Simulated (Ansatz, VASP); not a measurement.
## TaSi2: VASP beside Ansatz

```
CELL_PARAMETERS angstrom
4.78082 0.00000 0.00000
-2.39041 4.14031 0.00000
0.00000 0.00000 6.55808
ATOMIC_POSITIONS crystal
Ta 0.50000 0.00000 0.00000
Ta 0.50000 0.50000 0.66667
Ta 0.00000 0.50000 0.33333
Si 0.15848 0.31696 0.00000
Si 0.84152 0.15848 0.66667
Si 0.68304 0.84152 0.33333
Si 0.84152 0.68304 0.00000
Si 0.15848 0.84152 0.66667
Si 0.31696 0.15848 0.33333
```

Alike in both runs: task single point; functional r2SCAN; k mesh 8 × 8 × 5; occupations fermi-dirac, width 0.1 eV; no spin polarisation.

```csv
,VASP,Ansatz
version,VASP 6.6.1,Ansatz 0.2.0
potentials or method,"VASP PAW PBE potentials, release 64 (Ta_pv, Si), cutoff 520 eV",PAW plane waves
valence electrons in the cell,57,63
```

Ansatz gave:

```
pressure (GPa)                     : 0.0
rms of the force components (eV/Å) : 0.000
```

**Question.** What did VASP give for the same quantities?

**Answer.** Pressure (GPa): 0.1; rms of the force components (eV/Å): 0.004.

VASP's potentials were made for PBE, not for r2SCAN. Atom by atom the forces differ by 0.004 eV/Å (rms over components). VASP's potentials hold 57 valence electrons a cell and Ansatz's 63, so a difference there can come from the potentials and not from the codes.

Spin-orbit coupling is off throughout.
